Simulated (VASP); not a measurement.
# SrAl2Au2 (P4/nmm) in VASP: single point with LDA

Aim: the single point of SrAl2Au2 with LDA.

All numbers are computed with VASP 6.6.1; they aren't measurements. Logs are shortened: lines on timing, memory, paths and dates and some standing lists are left out, and cuts for length are marked.

### Step 1. The cell of the first run

Symmetry: P4/nmm, No. 129, tetragonal system. The conventional cell has a = 4.488 Å, b = 4.488 Å, c = 10.539 Å, α = 90.00°, β = 90.00°, γ = 90.00°. Sr (site symmetry 4mm) has 9 Au at 3.42 to 4.01 Å and 9 Al at 3.43 to 3.93 Å and 4 Sr at 4.49 Å within 4.5 Å. Al (site symmetry -4m2) has 4 Au at 2.62 Å and 4 Al at 3.17 Å and 4 Sr at 3.47 Å within 3.5 Å. Al (site symmetry 4mm) has 5 Au at 2.60 Å and 4 Sr at 3.43 Å within 3.5 Å. Au (site symmetry -4m2) has 4 Al at 2.60 Å and 4 Au at 3.17 Å and 4 Sr at 3.45 Å within 3.5 Å. Au (site symmetry 4mm) has 5 Al at 2.60 to 2.62 Å and 4 Sr at 3.42 Å within 3.5 Å.

### Step 2. Single point, LDA

Input file INCAR:

```
SYSTEM = SrAl2Au2
  ALGO = Normal
  EDIFF = 1E-6
  ENCUT = 500
  GGA = CA
  GGA_COMPAT = .FALSE.
  ISIF = 2
  ISMEAR = -1
  LASPH = .TRUE.
  LCHARG = .FALSE.
  LREAL = .FALSE.
  LWAVE = .FALSE.
  NBANDS = 49
  NELM = 120
  PREC = Accurate
  SIGMA = 0.1
```

Input file KPOINTS:

```
k-points
0
G
  5 5 2
  0 0 0
```

Input file POSCAR:

```
SrAl2Au2
1.0
    4.4878210000      0.0000000000      0.0000000000
    0.0000000000      4.4878210000      0.0000000000
    0.0000000000      0.0000000000     10.5394240000
Sr Al Au
2 4 4
Direct
    1.0000000000      0.5000000000      0.2488460000
    0.5000000000      0.0000000000      0.7511540000
    1.0000000000      0.0000000000      0.5000000000
    0.5000000000      0.5000000000      0.5000000000
    1.0000000000      0.5000000000      0.8756520000
    0.5000000000      0.0000000000      0.1243480000
    1.0000000000      0.0000000000      0.0000000000
    0.5000000000      0.5000000000      0.0000000000
    1.0000000000      0.5000000000      0.6289130000
    0.5000000000      0.0000000000      0.3710870000
```

Potentials or basis: VASP PAW LDA potentials, release 64 (Sr_sv, Al, Au).

The run is started by

```
> cat potpaw_LDA.64/Sr_sv/POTCAR potpaw_LDA.64/Al/POTCAR potpaw_LDA.64/Au/POTCAR > POTCAR
> mpirun -np 1 vasp_std > vasp.out
```

OUTCAR:

```text
SYSTEM = SrAl2Au2
   EDIFF = 1E-6
   ENCUT = 500
   GGA = CA
   ISIF = 2
   ISMEAR = -1
   LASPH = .TRUE.
   LREAL = .FALSE.
   NELM = 120
   PREC = Accurate

 ion  position               nearest neighbor table
   1  0.000  0.500  0.249-  10 3.42  10 3.42  10 3.42  10 3.42   6 3.43   6 3.43   6 3.43   6 3.43
                             8 3.45   7 3.45   7 3.45   8 3.45   4 3.47   3 3.47   4 3.47   3 3.47
   2  0.500  0.000  0.751-   9 3.42   9 3.42   9 3.42   9 3.42   5 3.43   5 3.43   5 3.43   5 3.43
                             7 3.45   8 3.45   7 3.45   8 3.45   4 3.47   4 3.47   3 3.47   3 3.47
   3  0.000  0.000  0.500-   9 2.62  10 2.62   9 2.62  10 2.62   4 3.17   4 3.17   4 3.17   4 3.17
                             2 3.47   1 3.47   2 3.47   1 3.47
   4  0.500  0.500  0.500-   9 2.62  10 2.62  10 2.62   9 2.62   3 3.17   3 3.17   3 3.17   3 3.17
                             1 3.47   2 3.47   2 3.47   1 3.47
   5  0.000  0.500  0.876-   7 2.60   8 2.60   7 2.60   8 2.60   9 2.60   2 3.43   2 3.43   2 3.43
                             2 3.43   1 3.93
   6  0.500  0.000  0.124-   7 2.60   8 2.60   8 2.60   7 2.60  10 2.60   1 3.43   1 3.43   1 3.43
                             1 3.43   2 3.93
   7  0.000  0.000  0.000-   5 2.60   6 2.60   5 2.60   6 2.60   8 3.17   8 3.17   8 3.17   8 3.17
                             2 3.45   1 3.45   2 3.45   1 3.45
   8  0.500  0.500  0.000-   5 2.60   6 2.60   6 2.60   5 2.60   7 3.17   7 3.17   7 3.17   7 3.17
                             1 3.45   2 3.45   2 3.45   1 3.45
   9  0.000  0.500  0.629-   5 2.60   4 2.62   3 2.62   3 2.62   4 2.62   2 3.42   2 3.42   2 3.42
                             2 3.42   1 4.01
  10  0.500  0.000  0.371-   6 2.60   4 2.62   3 2.62   4 2.62   3 2.62   1 3.42   1 3.42   1 3.42
                             1 3.42   2 4.01

  LATTYP: Found a simple tetragonal cell.
 ALAT       =     4.4878210000
 C/A-ratio  =     2.3484501721

  Lattice vectors:

 A1 = (   4.4878210000,   0.0000000000,   0.0000000000)
 A2 = (   0.0000000000,   4.4878210000,   0.0000000000)
 A3 = (   0.0000000000,   0.0000000000,  10.5394240000)

Analysis of symmetry for initial positions (statically):
=====================================================================
 Subroutine PRICEL returns:
 Original cell was already a primitive cell.

 Routine SETGRP: Setting up the symmetry group for a
 simple tetragonal supercell.

 Subroutine GETGRP returns: Found 16 space group operations
 (whereof  8 operations were pure point group operations)
 out of a pool of 16 trial point group operations.

The static configuration has the point symmetry D_2d.
 The point group associated with its full space group is D_4h.

Analysis of symmetry for dynamics (positions and initial velocities):
=====================================================================
 Subroutine PRICEL returns:
 Original cell was already a primitive cell.

 Routine SETGRP: Setting up the symmetry group for a
 simple tetragonal supercell.

 Subroutine GETGRP returns: Found 16 space group operations
 (whereof  8 operations were pure point group operations)
 out of a pool of 16 trial point group operations.

The dynamic configuration has the point symmetry D_2d.
 The point group associated with its full space group is D_4h.

 Subroutine INISYM returns: Found 16 space group operations
 (whereof  8 operations are pure point group operations),
 and found     1 'primitive' translations

----------------------------------------------------------------------------------------

                                     Primitive cell

  volume of cell :     212.2697

  direct lattice vectors                    reciprocal lattice vectors
     4.487821000  0.000000000  0.000000000     0.222825286  0.000000000  0.000000000
     0.000000000  4.487821000  0.000000000     0.000000000  0.222825286  0.000000000
     0.000000000  0.000000000 10.539424000     0.000000000  0.000000000  0.094881846

  length of vectors
     4.487821000  4.487821000 10.539424000     0.222825286  0.222825286  0.094881846

  position of ions in fractional coordinates (direct lattice)
     0.000000000  0.500000000  0.248846000
     0.500000000  0.000000000  0.751154000
     0.000000000  0.000000000  0.500000000
     0.500000000  0.500000000  0.500000000
     0.000000000  0.500000000  0.875652000
     0.500000000  0.000000000  0.124348000
     0.000000000  0.000000000  0.000000000
     0.500000000  0.500000000  0.000000000
     0.000000000  0.500000000  0.628913000
     0.500000000  0.000000000  0.371087000

[... 26 lines left out ...]
     0.000000000  0.000000000  0.047440923     0.000000000  0.000000000  0.500000000

  Length of vectors
     0.044565057  0.044565057  0.047440923

  Shift w.r.t. Gamma in fractional coordinates (k-lattice)
     0.000000000  0.000000000  0.000000000

 Subroutine IBZKPT returns following result:
 ===========================================

 Found     12 irreducible k-points:

 Following reciprocal coordinates:
            Coordinates               Weight
  0.000000  0.000000  0.000000      1.000000
  0.200000  0.000000  0.000000      4.000000
  0.400000  0.000000  0.000000      4.000000
  0.200000  0.200000  0.000000      4.000000
  0.400000  0.200000  0.000000      8.000000
  0.400000  0.400000  0.000000      4.000000
  0.000000  0.000000  0.500000      1.000000
  0.200000  0.000000  0.500000      4.000000
  0.400000  0.000000  0.500000      4.000000
  0.200000  0.200000  0.500000      4.000000
  0.400000  0.200000  0.500000      8.000000
  0.400000  0.400000  0.500000      4.000000
   k-points           NKPTS =     12   k-points in BZ     NKDIM =     12   number of bands    NBANDS=     49
   number of dos      NEDOS =    301   number of ions     NIONS =     10
   total plane-waves  NPLWV = 103680
   dimension x,y,z NGX =    36 NGY =   36 NGZ =   80
   dimension x,y,z NGXF=    72 NGYF=   72 NGZF=  160
   ions per type =               2   4   4
   NGX,Y,Z   is equivalent  to a cutoff of  13.34, 13.34, 12.62 a.u.
   NGXF,Y,Z  is equivalent  to a cutoff of  26.67, 26.67, 25.24 a.u.
 SYSTEM =  SrAl2Au2
   PREC   = accura    normal or accurate (medium, high low for compatibility)
   ISTART =      0    job   : 0-new  1-cont  2-samecut
   ICHARG =      2    charge: 1-file 2-atom 10-const
   ISPIN  =      1    spin polarized calculation?
   LNONCOLLINEAR =      F non collinear calculations
   LSORBIT =      F    spin-orbit coupling
   LASPH  =      T    aspherical Exc in radial PAW
   ENCUT  =  500.0 eV  36.75 Ry    6.06 a.u.   8.18  8.18 19.22*2*pi/ulx,y,z
   NELM   =    120;   NELMIN=  2; NELMDL= -5     # of ELM steps
   EDIFF  = 0.1E-05   stopping-criterion for ELM
   LREAL  =      F    real-space projection
   EDIFFG = 0.1E-04   stopping-criterion for IOM
   NSW    =      0    number of steps for IOM
   IBRION =     -1    ionic relax: 0-MD 1-quasi-New 2-CG
   NFREE  =      0    steps in history (QN), initial steepest desc. (CG)
   ISIF   =      2    stress and relaxation
   ISYM   =      2    0-nonsym 1-usesym 2-fastsym
   POTIM  = 0.5000    time-step for ionic-motion
   TEBEG  =    0.0;   TEEND  =   0.0 temperature during run
   PSTRESS=    0.0 pullay stress
   NELECT =      76.0000    total number of electrons
   NUPDOWN=      -1.0000    fix difference up-down
   EMIN   =  10.00;   EMAX   =-10.00  energy-range for DOS
   EFERMI =   0.00;   METHOD = LEGACY
   ISMEAR =    -1;   SIGMA  =   0.10  broadening in eV -4-tet -1-fermi 0-gaus
   EFERMI_NEDOS =   21; number of points for ismear=-14 and -15
   IALGO  =     38    algorithm
   IMIX   =      4    mixing-type and parameters
     AMIX     =   0.40;   BMIX     =  1.00
     AMIX_MAG =   1.60;   BMIX_MAG =  1.00
  volume/ion in A,a.u.               =      21.23       143.25
  Fermi-wavevector in a.u.,A,eV,Ry     =   1.162474  2.196758 18.386187  1.351347
  Thomas-Fermi vector in A             =   2.299035
   LORBIT       =      0    0 simple, 1 ext, 2 COOP (PROOUT), +10 PAW based schemes
   GGA     = CA    functional components
   LHFCALC =     F    Hartree Fock is set to
   AEXX    =    0.0000 exact exchange contribution
   IVDW    =     0    specifies the selected vdW correction
   LEPSILON=     F    determine dielectric tensor
   LRPA    =     F    only Hartree local field effects (RPA)
 non-spin polarized calculation
  energy-cutoff  :      500.00
  volume of cell :      212.27
 maximum number of plane-waves:      5427
 NGX is ok and might be reduce to    36
   NGX = 17   NGY = 17   NGZ = 39

 number of electron      76.0000007 magnetization

 Free energy of the ion-electron system (eV)
  ---------------------------------------------------
  ext. energy  EPLUGINS =         0.00000000
  ---------------------------------------------------
  free energy    TOTEN  =       -45.13781316 eV

  energy without entropy =      -44.96756751  energy(sigma->0) =      -45.05269034

 E-fermi :   6.0991     XC(G=0): -10.6063

 val. band max:        6.0608016003   @ k =   0.2000   0.0000   0.5000
 cond. band min:       6.1192212354   @ k =   0.4000   0.2000   0.0000
 fundamental gap:      0.0584196351
 Fermi energy:         6.0990813188

 k-point     1 :       0.0000    0.0000    0.0000
  band No.  band energies     occupation
      1     -28.8147      2.00000
      2     -28.8144      2.00000
      3     -11.0505      2.00000
      4     -11.0261      2.00000
      5     -10.9465      2.00000
      6     -10.9465      2.00000
[... 613 lines left out ...]
     48      11.0172      0.00000
     49      11.5064      0.00000

------------------------ aborting loop because EDIFF is reached ----------------------------------------

  FORCE on cell =-STRESS in cart. coord.  units (eV):
  Direction    XX          YY          ZZ          XY          YZ          ZX
  --------------------------------------------------------------------------------------
  -------------------------------------------------------------------------------------
  Total       -5.2494051     -5.2494051     -4.7840037      0.0000000      0.0000000      0.0000000
  in kB      -39.6216667    -39.6216667    -36.1088915      0.0000000      0.0000000      0.0000000
  external PRESSURE =     -38.4507416 kB  Pullay stress =       0.0000000 kB

 VOLUME and BASIS-vectors are now :
 -----------------------------------------------------------------------------
  energy-cutoff  :      500.00
  volume of cell :      212.27
      direct lattice vectors                 reciprocal lattice vectors
     4.487821000  0.000000000  0.000000000     0.222825286  0.000000000  0.000000000
     0.000000000  4.487821000  0.000000000     0.000000000  0.222825286  0.000000000
     0.000000000  0.000000000 10.539424000     0.000000000  0.000000000  0.094881846

 POSITION                                       TOTAL-FORCE (eV/Angst)
 -----------------------------------------------------------------------------------
      0.00000      2.24391      2.62269        -0.000000     -0.000000     -0.037892
      2.24391      0.00000      7.91673         0.000000     -0.000000      0.037892
      0.00000      0.00000      5.26971         0.000000     -0.000000      0.000000
      2.24391      2.24391      5.26971         0.000000      0.000000      0.000000
      0.00000      2.24391      9.22887         0.000000     -0.000000     -0.010202
      2.24391      0.00000      1.31056         0.000000      0.000000      0.010202
      0.00000      0.00000      0.00000        -0.000000      0.000000      0.000000
      2.24391      2.24391      0.00000         0.000000     -0.000000      0.000000
      0.00000      2.24391      6.62838         0.000000      0.000000      0.026126
      2.24391      0.00000      3.91104         0.000000     -0.000000     -0.026126
 -----------------------------------------------------------------------------------
    total drift:                                0.000000      0.000000      0.000000

  FREE ENERGIE OF THE ION-ELECTRON SYSTEM (eV)
  ---------------------------------------------------
  free  energy   TOTEN  =       -45.1378131626 eV

  energy  without entropy=      -44.9675675082  energy(sigma->0) =      -45.05269034
```

It took 4.8 min on 1 thread of AMD EPYC 7R43 (Zen 3), shared host; peak memory 0.26 GiB.

Results:

```
Free energy            : -45.1378 eV
Pressure               : -3.8 GPa
Largest force          : 0.038 eV/Å
Band gap on the k mesh : zero (bands 38 and 39 overlap by 1.34 eV)
```

Forces in eV/Å, atoms in the order of the input:
```
Sr   0.000  0.000 -0.038
Sr   0.000  0.000  0.038
Al   0.000  0.000  0.000
Al   0.000  0.000  0.000
Al   0.000  0.000 -0.010
Al   0.000  0.000  0.010
Au   0.000  0.000  0.000
Au   0.000  0.000  0.000
Au   0.000  0.000  0.026
Au   0.000  0.000 -0.026
```

Caveat: the cell stands under tension; spin-orbit coupling is left out, which moves the levels of the heavy elements.

The gap in the log of VASP goes by the Fermi energy; the results here count the filled bands.